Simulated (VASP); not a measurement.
## PbSe: single point with PBE+D3(BJ)

PbSe:

```xyz
2
Lattice="0.0000 3.0975 3.0975 3.0975 0.0000 3.0975 3.0975 3.0975 0.0000" Properties=species:S:1:pos:R:3 pbc="T T T"
Pb    0.0000    0.0000    0.0000
Se    3.0975    3.0975    3.0975
```

This cell differs from its parent crystal: volume scaled by 1.03.

```yaml
Program: VASP 6.6.1
Task: single point
Functional: PBE
Dispersion: D3(BJ)
Potentials_or_basis: VASP PAW PBE potentials, release 64 (Pb_d, Se)
Cutoff: 520 eV
k_mesh: 10 × 10 × 10
Occupations: gaussian, width 0.01 eV
Spin: no spin polarisation
```

The pressure is -1.4 GPa and the band gap on the k mesh is 0.41 eV, direct. The dispersion energy per atom is -0.355 eV.

Levels at points of the mesh, in eV from the valence-band top:
| k point | band 7 | band 8 | band 9 | band 10 | band 11 | band 12 | band 13 | band 14 |
| --- | --- | --- | --- | --- | --- | --- | --- | --- |
| (0.00, 0.00, 0.00) | -6.33 | -1.69 | -1.69 | -1.69 | 4.66 | 4.66 | 4.66 | 6.62 |
| (0.50, 0.00, 0.00) | -8.58 | -1.31 | -1.31 | 0.00 | 0.41 | 1.80 | 1.80 | 8.53 |
| (0.50, 0.50, 0.00) | -7.30 | -4.66 | -2.99 | -2.99 | 3.87 | 5.50 | 5.50 | 5.92 |

Wall time 53 s on 1 thread of Intel(R) Xeon(R) Platinum 8259CL CPU @ 2.50GHz (Skylake/Cascade Lake) (shared host), peak memory 0.24 GiB.

Caveat: spin-orbit coupling is left out, which moves the levels of the heavy elements. A k mesh can miss the band edges.
